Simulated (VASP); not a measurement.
## MnV: single point with LDA

MnV:

```
CELL_PARAMETERS angstrom
2.90000 0.00000 0.00000
0.00000 2.90000 0.00000
0.00000 0.00000 2.90000
ATOMIC_POSITIONS crystal
Mn 0.00000 0.00000 0.00000
V 0.50000 0.50000 0.50000
```

```json
{"Program": "VASP 6.6.1", "Task": "single point", "Functional": "LDA", "Potentials or basis": "VASP PAW LDA potentials, release 64 (Mn_pv, V_sv)", "Cutoff": "520 eV", "k mesh": "11 × 11 × 11", "Occupations": "fermi-dirac, width 0.05 eV", "Spin": "collinear spin, ferromagnetic start", "Starting moments": "[1.2, 1.2] μB", "Fixed moment": "2.4 μB"}
```

```json
{
  "Pressure": "-5.8 GPa",
  "Net moment": "2.40 μB per cell",
  "Site moments": "Mn +1.94; V +0.30 μB",
  "Valence electrons inside the program's atomic spheres": "Mn 11.93; V 11.71"
}
```

It took 81 s on 1 thread of Intel Xeon 8259CL, on a shared host, peak memory 0.17 GiB.

Caveat: the cell stands under tension; the total moment is fixed, so each spin has its own Fermi level.
